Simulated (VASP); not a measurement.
# MgO (P1) in VASP: a series of runs

Runs on MgO. Level: PBEsol. Tasks: single point.

Program: VASP 6.6.1. These are calculated values, not measurements. Logs are shortened: lines on timing, memory, paths and dates and some standing lists are left out, and cuts for length are marked.

### 1 The cell of the first run

The typed cell holds 8 atoms: a = 4.007 Å, b = 4.011 Å, c = 4.434 Å, α = 89.22°, β = 91.39°, γ = 89.43°.

### 2 Single point, PBEsol (atoms moved at random and the cell strained at random)

The input, INCAR:

```
SYSTEM = MgO
PREC = Accurate
ENCUT = 520
EDIFF = 1E-7
ISMEAR = 0
SIGMA = 0.05
LREAL = .FALSE.
LASPH = .TRUE.
NELM = 80
ALGO = Normal
ISIF = 2
LWAVE = .FALSE.
LCHARG = .FALSE.
GGA = PS
NBANDS = 26
```

The input, KPOINTS:

```
regular mesh
0
G
  6 6 6
  0 0 0
```

The input, POSCAR:

```
MgO
1.0
    4.0068514587     -0.0201518576      0.0510319829
    0.0201518576     -4.0109465151     -0.0287945618
   -0.0510319829     -0.0287945618     -4.4335407308
Mg O
4 4
Direct
   -0.0562828139      0.0458417016      0.0055623919
    0.5566670976      0.4621547970     -0.0574747626
    0.5101962699     -0.0029382352      0.5721726312
    0.0025953605      0.4951051069      0.3960272480
    0.5613668373      0.0542623217     -0.1142371655
   -0.0403933041      0.4709719177      0.1164860330
    0.0330331032      0.0256604289      0.5345843325
    0.4328174494      0.4489419614      0.5468792915
```

Potentials or basis: VASP PAW PBE potentials, release 64 (Mg, O).

Launch:

```sh
$ cat potpaw_PBE.64/Mg/POTCAR potpaw_PBE.64/O/POTCAR > POTCAR
$ mpirun -np 1 vasp_std > vasp.out
```

OUTCAR:

```text
SYSTEM = MgO
   PREC = Accurate
   ENCUT = 520
   EDIFF = 1E-7
   ISMEAR = 0
   LREAL = .FALSE.
   LASPH = .TRUE.
   NELM = 80
   ISIF = 2
   GGA = PS

 ion  position               nearest neighbor table
   1  0.944  0.046  0.006-   5 1.61   6 1.78   7 2.13   2 2.28   6 2.35   7 2.36   4 2.52   5 2.54
                             3 2.57   4 2.79   2 2.83   2 3.00   3 3.02   3 3.09   4 3.24   3 3.35
   2  0.557  0.462  0.943-   5 1.66   6 1.77   8 1.81   1 2.28   5 2.39   3 2.51   6 2.53   4 2.66
                             3 2.69   8 2.74   1 2.83   1 3.00   4 3.03   4 3.05   4 3.25   3 3.35
   3  0.510  0.997  0.572-   5 1.42   8 1.84   7 1.92   7 2.11   8 2.23   2 2.51   1 2.57   2 2.69
                             4 2.92   4 2.93   4 2.93   4 2.97   1 3.02   1 3.09   2 3.35   1 3.35
   4  0.003  0.495  0.396-   6 1.25   8 1.84   7 1.97   7 2.23   8 2.40   1 2.52   2 2.66   1 2.79
                             3 2.92   3 2.93   3 2.93   3 2.97   2 3.03   2 3.05   1 3.24   2 3.25
   5  0.561  0.054  0.886-   3 1.42   1 1.61   2 1.66   2 2.39   1 2.54
   6  0.960  0.471  0.116-   4 1.25   2 1.77   1 1.78   1 2.35   2 2.53
   7  0.033  0.026  0.535-   3 1.92   4 1.97   3 2.11   1 2.13   4 2.23   1 2.36
   8  0.433  0.449  0.547-   2 1.81   3 1.84   4 1.84   3 2.23   4 2.40   2 2.74

 -----------------------------------------------------------------------------
|                                                                             |
|           W    W    AA    RRRRR   N    N  II  N    N   GGGG   !!!           |
|           W    W   A  A   R    R  NN   N  II  NN   N  G    G  !!!           |
|           W    W  A    A  R    R  N N  N  II  N N  N  G       !!!           |
|           W WW W  AAAAAA  RRRRR   N  N N  II  N  N N  G  GGG   !            |
|           WW  WW  A    A  R   R   N   NN  II  N   NN  G    G                |
|           W    W  A    A  R    R  N    N  II  N    N   GGGG   !!!           |
|                                                                             |
|     The distance between some ions is very small. Please check the          |
|     nearest-neighbor list in the OUTCAR file.                               |
|     I HOPE YOU KNOW WHAT YOU ARE DOING!                                     |
|                                                                             |
 -----------------------------------------------------------------------------

  LATTYP: Found a triclinic cell.
 ALAT       =     5.6415058260
 B/A-ratio  =     0.7109982011
 C/A-ratio  =     1.0720480593
 COS(alpha) =     0.0033811308
 COS(beta)  =     0.4856453773
 COS(gamma) =     0.7039229181

  Lattice vectors:

 A1 = (   3.9866996011,   3.9907946575,   0.0798265447)
 A2 = (  -0.0201518576,   4.0109465151,   0.0287945618)
 A3 = (   4.0578834416,   0.0086427042,   4.4845727137)

Analysis of symmetry for initial positions (statically):
=====================================================================
 Subroutine PRICEL returns:
 Original cell was already a primitive cell.

 Routine SETGRP: Setting up the symmetry group for a
 triclinic supercell.

 Subroutine GETGRP returns: Found  1 space group operations
 (whereof  1 operations were pure point group operations)
 out of a pool of  2 trial point group operations.

The static configuration has the point symmetry C_1 .

Analysis of symmetry for dynamics (positions and initial velocities):
=====================================================================
 Subroutine PRICEL returns:
 Original cell was already a primitive cell.

 Routine SETGRP: Setting up the symmetry group for a
 triclinic supercell.

 Subroutine GETGRP returns: Found  1 space group operations
 (whereof  1 operations were pure point group operations)
 out of a pool of  2 trial point group operations.

The dynamic configuration has the point symmetry C_1 .

 Subroutine INISYM returns: Found  1 space group operations
 (whereof  1 operations are pure point group operations),
 and found     1 'primitive' translations

----------------------------------------------------------------------------------------

                                     Primitive cell

  volume of cell :      71.2370

  direct lattice vectors                    reciprocal lattice vectors
     4.006851459 -0.020151858  0.051031983     0.249615626  0.001274809 -0.002881464
     0.020151858 -4.010946515 -0.028794562    -0.001274809 -0.249335846  0.001634038
    -0.051031983 -0.028794562 -4.433540731     0.002881464  0.001634038 -0.225597138

  length of vectors
     4.007227093  4.011100494  4.433927920     0.249635512  0.249344459  0.225621456

[... 27 lines left out ...]
 generate k-points for:    6    6    6

 Generating k-lattice:

  Cartesian coordinates                     Fractional coordinates (reciprocal lattice)
     0.041602604  0.000212468 -0.000480244     0.166666667 -0.000000000  0.000000000
    -0.000212468 -0.041555974  0.000272340    -0.000000000  0.166666667  0.000000000
     0.000480244  0.000272340 -0.037599523     0.000000000  0.000000000  0.166666667

  Length of vectors
     0.041605919  0.041557410  0.037603576

  Shift w.r.t. Gamma in fractional coordinates (k-lattice)
     0.000000000  0.000000000  0.000000000

 Subroutine IBZKPT returns following result:
 ===========================================

 Found    112 irreducible k-points:

 Following reciprocal coordinates:
            Coordinates               Weight
  0.000000  0.000000  0.000000      1.000000
  0.166667  0.000000  0.000000      2.000000
  0.333333  0.000000  0.000000      2.000000
  0.500000  0.000000  0.000000      1.000000
  0.000000  0.166667  0.000000      2.000000
  0.166667  0.166667  0.000000      2.000000
[... 16 lines left out ...]
  0.333333  0.000000  0.166667      2.000000
  0.500000  0.000000  0.166667      2.000000
 [... further k-points ...]
   k-points           NKPTS =    112   k-points in BZ     NKDIM =    112   number of bands    NBANDS=     26
   number of dos      NEDOS =    301   number of ions     NIONS =      8
   total plane-waves  NPLWV =  32400
   dimension x,y,z NGX =    30 NGY =   30 NGZ =   36
   dimension x,y,z NGXF=    60 NGYF=   60 NGZF=   72
   ions per type =               4   4
   NGX,Y,Z   is equivalent  to a cutoff of  12.45, 12.43, 13.50 a.u.
   NGXF,Y,Z  is equivalent  to a cutoff of  24.89, 24.87, 27.00 a.u.
 SYSTEM =  MgO
   PREC   = accura    normal or accurate (medium, high low for compatibility)
   ISTART =      0    job   : 0-new  1-cont  2-samecut
   ICHARG =      2    charge: 1-file 2-atom 10-const
   ISPIN  =      1    spin polarized calculation?
   LNONCOLLINEAR =      F non collinear calculations
   LSORBIT =      F    spin-orbit coupling
   LASPH  =      T    aspherical Exc in radial PAW
   ENCUT  =  520.0 eV  38.22 Ry    6.18 a.u.   7.45  7.46  8.24*2*pi/ulx,y,z
   NELM   =     80;   NELMIN=  2; NELMDL= -5     # of ELM steps
   EDIFF  = 0.1E-06   stopping-criterion for ELM
   LREAL  =      F    real-space projection
   EDIFFG = 0.1E-05   stopping-criterion for IOM
   NSW    =      0    number of steps for IOM
   IBRION =     -1    ionic relax: 0-MD 1-quasi-New 2-CG
   NFREE  =      0    steps in history (QN), initial steepest desc. (CG)
   ISIF   =      2    stress and relaxation
   ISYM   =      2    0-nonsym 1-usesym 2-fastsym
   POTIM  = 0.5000    time-step for ionic-motion
   TEBEG  =    0.0;   TEEND  =   0.0 temperature during run
   PSTRESS=    0.0 pullay stress
   NELECT =      32.0000    total number of electrons
   NUPDOWN=      -1.0000    fix difference up-down
   EMIN   =  10.00;   EMAX   =-10.00  energy-range for DOS
   EFERMI =   0.00;   METHOD = LEGACY
   ISMEAR =     0;   SIGMA  =   0.05  broadening in eV -4-tet -1-fermi 0-gaus
   EFERMI_NEDOS =   21; number of points for ismear=-14 and -15
   IALGO  =     38    algorithm
   IMIX   =      4    mixing-type and parameters
     AMIX     =   0.40;   BMIX     =  1.00
     AMIX_MAG =   1.60;   BMIX_MAG =  1.00
  volume/ion in A,a.u.               =       8.90        60.09
  Fermi-wavevector in a.u.,A,eV,Ry     =   1.253785  2.369310 21.388034  1.571976
  Thomas-Fermi vector in A             =   2.387621
   LORBIT       =      0    0 simple, 1 ext, 2 COOP (PROOUT), +10 PAW based schemes
   GGA     = PS    functional components
   LHFCALC =     F    Hartree Fock is set to
   AEXX    =    0.0000 exact exchange contribution
   IVDW    =     0    specifies the selected vdW correction
   LEPSILON=     F    determine dielectric tensor
   LRPA    =     F    only Hartree local field effects (RPA)
 non-spin polarized calculation
 Gauss-broadening in eV      SIGMA  =   0.05
  energy-cutoff  :      520.00
  volume of cell :       71.24
 maximum number of plane-waves:      1940
 NGX is ok and might be reduce to    30
   NGX = 15   NGY = 15   NGZ = 17

 number of electron      32.0000004 magnetization

 Free energy of the ion-electron system (eV)
  ---------------------------------------------------
  ext. energy  EPLUGINS =         0.00000000
  ---------------------------------------------------
  free energy    TOTEN  =       -29.14742779 eV

  energy without entropy =      -29.14742779  energy(sigma->0) =      -29.14742779

 E-fermi :   4.1954     XC(G=0): -11.2554

 val. band max:        3.9317800383   @ k =   0.3333  -0.3333   0.3333
 cond. band min:       7.2287131343   @ k =   0.0000   0.0000   0.0000
 fundamental gap:      3.2969330960
 Fermi energy:         4.1954279942

 k-point     1 :       0.0000    0.0000    0.0000
  band No.  band energies     occupation
      1     -14.4893      2.00000
      2     -13.0289      2.00000
      3     -12.3681      2.00000
      4     -11.6326      2.00000
      5      -1.1905      2.00000
      6      -0.8844      2.00000
[... 685 lines left out ...]
     25      16.9519      0.00000
     26      18.1196      0.00000

 [... further k-points ...]
[... 5 lines left out ...]
  --------------------------------------------------------------------------------------
  -------------------------------------------------------------------------------------
  Total       27.1905161     25.9264828    101.9965642      0.6813174      9.6160270    -21.6973004
  in kB      611.5366351    583.1075064   2293.9849840     15.3233778    216.2722021   -487.9897832
  external PRESSURE =    1162.8763752 kB  Pullay stress =       0.0000000 kB

 VOLUME and BASIS-vectors are now :
 -----------------------------------------------------------------------------
  energy-cutoff  :      520.00
  volume of cell :       71.24
      direct lattice vectors                 reciprocal lattice vectors
     4.006851459 -0.020151858  0.051031983     0.249615626  0.001274809 -0.002881464
     0.020151858 -4.010946515 -0.028794562    -0.001274809 -0.249335846  0.001634038
    -0.051031983 -0.028794562 -4.433540731     0.002881464  0.001634038 -0.225597138

 POSITION                                       TOTAL-FORCE (eV/Angst)
 -----------------------------------------------------------------------------------
      3.78197     -0.20305      0.02218         9.605112      4.073163     -1.374145
      2.19170     -1.89204     -4.16362        -4.093817     -6.859424     -1.637046
      2.03517     -4.02592     -2.53942        -2.851999      5.093502     21.708197
      0.00017     -1.99730     -1.76993         5.441965     -4.872599    -50.118967
      2.20520     -0.25446     -3.89998        -4.899973      4.462993    -21.554833
      3.84855     -1.91174     -0.48104        -3.559076      0.520775     48.326120
      0.10559     -0.11898     -2.36915        -2.657576      2.518491      1.437119
      1.71537     -1.82515     -2.41545         3.015364     -4.936902      3.213556
 -----------------------------------------------------------------------------------
    total drift:                               -0.000954     -0.000740     -0.000102

  FREE ENERGIE OF THE ION-ELECTRON SYSTEM (eV)
  ---------------------------------------------------
  free  energy   TOTEN  =       -29.1474277873 eV

  energy  without entropy=      -29.1474277873  energy(sigma->0) =      -29.14742779
```

Run time: 6.5 min. Hardware: 1 thread of AMD EPYC 7R13, shared host; peak memory 0.26 GiB.

What came out:

* Free energy: -29.1474 eV
* Pressure: 116.3 GPa
* Largest force: 50.648 eV/Å
* Band gap on the k mesh: 3.30 eV, indirect (least direct gap 3.32 eV)

Forces in eV/Å, atoms in the order of the input:
```
Mg    9.605   4.073  -1.374
Mg   -4.094  -6.859  -1.637
Mg   -2.852   5.094  21.708
Mg    5.442  -4.873 -50.119
O    -4.900   4.463 -21.555
O    -3.559   0.521  48.326
O    -2.658   2.518   1.437
O     3.015  -4.937   3.214
```

Stress tensor (GPa, compression positive):
```
 61.15   1.53 -48.80
  1.53  58.31  21.63
-48.80  21.63 229.40
```

Caveat: the cell differs from its parent crystal (atoms moved at random and the cell strained at random); the PAW data sets were made with another functional, which shifts forces and pressure a little. A k mesh can miss the band edges.

### 3 Single point, PBEsol (atoms moved at random and the cell strained at random)

The input, INCAR:

```
ALGO     = Normal         # electronic algorithm
EDIFF    = 1E-6           # SCF threshold, eV
ENCUT    = 520            # plane-wave cutoff, eV
GGA      = PS             # functional
ISIF     = 2              # what is computed and relaxed
ISMEAR   = 0              # smearing method
LASPH    = T              # aspherical terms in the spheres
LCHARG   = F              # write CHGCAR
LREAL    = F              # projectors in reciprocal space
LWAVE    = F              # write WAVECAR
NBANDS   = 26             # bands
NELM     = 60             # most SCF steps
PREC     = Accurate       # precision mode
SIGMA    = 0.05           # smearing width, eV
```

The input, KPOINTS:

```
k-points
0
Gamma
  6 6 6
```

The input, POSCAR:

```
MgO
1.0
    4.4202617148      0.1242565605      0.0941396396
   -0.1242565605     -4.3984429493      0.0178843243
   -0.0941396396      0.0178843243     -4.3325049326
Mg O
4 4
Direct
    0.1555410286      0.0689054174      0.0320378210
    0.5007891358      0.5097687314     -0.0299335654
    0.4319885377     -0.0423310704      0.4426951976
   -0.0725845576      0.4716139987      0.5099813881
    0.6527505915     -0.0948484269      0.0753668429
   -0.0825920329      0.4794819166     -0.0174492843
   -0.0736415571      0.0764955821      0.4987150037
    0.4877488539      0.5309138510      0.4885865964
```

Potentials or basis: VASP PAW PBE potentials, release 64 (Mg, O).

Launch:

```sh
$ cat potpaw_PBE.64/Mg/POTCAR potpaw_PBE.64/O/POTCAR > POTCAR
$ mpirun -np 1 vasp_std > vasp.out
```

It took 8.4 min on 1 thread of AMD EPYC 7R13, shared host; peak memory 0.3 GiB.

Results (log left out):

```yaml
Free_energy: -40.5681 eV
Pressure: 9.6 GPa
Largest_force: 6.776 eV/Å
Band_gap_on_the_k_mesh: 0.74 eV, direct
```

Forces in eV/Å, atoms in the order of the input:
```
Mg  -6.216  0.910  2.540
Mg   0.447 -0.733  0.174
Mg   3.189 -0.373 -3.806
Mg   0.154 -3.734  0.309
O   -4.726 -3.246  2.437
O    5.056  0.589 -0.452
O    4.288  4.636 -0.783
O   -2.192  1.951 -0.419
```

Stress tensor (GPa, compression positive):
```
-10.17  -8.31  -7.26
 -8.31  25.36  -1.85
 -7.26  -1.85  13.52
```

Levels at points of the mesh, in eV from the valence-band top:
| k point | band 12 | band 13 | band 14 | band 15 | band 16 | band 17 | band 18 | band 19 | band 20 | band 21 |
| --- | --- | --- | --- | --- | --- | --- | --- | --- | --- | --- |
| (0.00, 0.00, 0.00) | -1.89 | -1.74 | -1.59 | -0.67 | 0.00 | 0.74 | 4.45 | 5.28 | 6.22 | 6.53 |
| (0.50, 0.00, 0.00) | -2.05 | -2.01 | -1.54 | -0.72 | -0.21 | 2.85 | 4.60 | 5.28 | 6.90 | 7.86 |
| (0.00, 0.50, 0.00) | -2.45 | -1.79 | -1.48 | -1.10 | -0.18 | 2.66 | 3.28 | 5.26 | 7.31 | 7.63 |
| (0.50, 0.50, 0.00) | -2.13 | -1.59 | -1.02 | -0.95 | -0.36 | 2.73 | 4.01 | 5.11 | 7.80 | 7.92 |
| (0.00, 0.00, 0.50) | -2.26 | -2.05 | -1.16 | -0.70 | -0.50 | 2.51 | 3.13 | 4.95 | 6.34 | 8.44 |
| (0.50, 0.00, 0.50) | -2.14 | -1.62 | -1.05 | -0.78 | -0.05 | 3.02 | 3.85 | 5.14 | 6.74 | 8.00 |
| (0.00, 0.50, 0.50) | -2.29 | -1.75 | -1.24 | -0.85 | -0.19 | 2.84 | 3.77 | 4.33 | 5.60 | 8.94 |
| (0.50, 0.50, 0.50) | -1.66 | -1.47 | -1.12 | -0.85 | -0.11 | 2.29 | 4.10 | 4.54 | 5.19 | 8.55 |

Caveat: the cell differs from its parent crystal (atoms moved at random and the cell strained at random); the PAW data sets were made with another functional, which shifts forces and pressure a little.
